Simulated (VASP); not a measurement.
Input of a VASP 6.6.1 run:

The input INCAR:

```
ALGO = Normal
EDIFF = 1E-6
ENCUT = 500
GGA = PE
GGA_COMPAT = F
ISIF = 2
ISMEAR = -1
LASPH = T
LCHARG = T
LELF = T
LREAL = F
LVHAR = T
LWAVE = F
NBANDS = 16
NELM = 120
PREC = Accurate
SIGMA = 0.08
```

File KPOINTS:

```
k-points
0
Gamma
  13 13 13
```

The input POSCAR:

```
GaSb
1.0
    0.0000000000      2.7783512480      2.7783512480
    2.7783512480      0.0000000000      2.7783512480
    2.7783512480      2.7783512480      0.0000000000
Ga Sb
1 1
Direct
    0.0000000000      0.0000000000      0.0000000000
    0.5000000000      0.5000000000      0.5000000000
```

Potentials or basis: VASP PAW PBE potentials, release 64 (Ga_d, Sb).

Run with:

```console
$ cat potpaw_PBE.64/Ga_d/POTCAR potpaw_PBE.64/Sb/POTCAR > POTCAR
$ mpirun -np 1 vasp_std > vasp.out
```

(1) What does it give for the pressure?

(2) Estimate the band gap on the k mesh.

Answers

(1) 9.6 GPa.

(2) zero (band 9 reaches 8.82 eV, above the bottom of band 10 at 5.08 eV).

Caveat: spin-orbit coupling is left out, which moves the levels of the heavy elements.
